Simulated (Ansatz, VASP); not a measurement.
AlInSb2: VASP beside Ansatz

INCAR

```
SYSTEM = AlInSb2
ALGO = Normal
EDIFF = 1E-7
ENCUT = 520
ISIF = 2
ISMEAR = 0
LASPH = .TRUE.
LCHARG = .FALSE.
LREAL = .FALSE.
LWAVE = .FALSE.
NBANDS = 21
NELM = 60
PREC = Accurate
SIGMA = 0.05
```

The input KPOINTS:

```
k-points
0
G
  8 8 6
  0 0 0
```

The input POSCAR:

```
AlInSb2
1.0
    4.3799855185      0.0000000000      0.0000000000
    0.0000000000      4.3799855185      0.0000000000
    0.0000000000      0.0000000000      6.4333227296
Al In Sb
1 1 2
Direct
    0.0000000000      0.0000000000      0.0000000000
    0.5000000000      0.5000000000      0.5000000000
    0.0000000000      0.5000000000      0.2738552522
    0.5000000000      0.0000000000      0.7261447478
```

Input for Ansatz:

```yaml
crystal:
  lattice:
    - [4.3799855185, 0.0, 0.0]
    - [0.0, 4.3799855185, 0.0]
    - [0.0, 0.0, 6.4333227296]
  atoms:
    - { symbol: Al, position: [0.0, 0.0, 0.0] }
    - { symbol: In, position: [0.5, 0.5, 0.5] }
    - { symbol: Sb, position: [0.0, 0.5, 0.2738552522] }
    - { symbol: Sb, position: [0.5, 0.0, 0.7261447478] }
basis:
  ecutwfc: 420
kpoints:
  mp_grid: { grid: [8, 8, 6] }
hamiltonian:
  xc: lda
  pseudopotentials: { kind: paw }
scf:
  occupations: { method: gaussian, width: 0.05 }
output:
  forces: true
  stress: true
  eigenvalues: true
```

Alike in both runs: task single point; functional LDA; k mesh 8 × 8 × 6; occupations gaussian, width 0.05 eV; no spin polarisation.

```csv
,VASP,Ansatz
version,VASP 6.6.1,Ansatz 0.2.0
potentials or method,"VASP PAW LDA potentials, release 64 (Al, In_d, Sb), cutoff 520 eV","scalar-relativistic, plane waves, PAW"
valence electrons in the cell,26,46
```

|  | VASP | Ansatz | Ansatz less VASP |
| --- | --- | --- | --- |
| gap on the k mesh at the Fermi level (eV) | 0.41 | 0.36 | -0.052 |
| least direct gap on the mesh (eV) | 0.41 | 0.36 | -0.052 |
| pressure (GPa) | 2.2 | 2.0 | -0.20 |
| traceless stress, the component that is largest in VASP (GPa) | -1.97 | -1.96 | +0.008 |
| rms of the force components (eV/Å) | 1.075 | 1.070 | -0.0047 |

LDA's correlation is that of Perdew and Zunger in VASP and of Perdew and Wang (1992) in Ansatz. Atom by atom the forces differ by 0.005 eV/Å (rms over components). VASP's potentials hold 26 valence electrons a cell and Ansatz's 46, so a difference there can come from the potentials and not from the codes.

Spin-orbit coupling is off throughout.
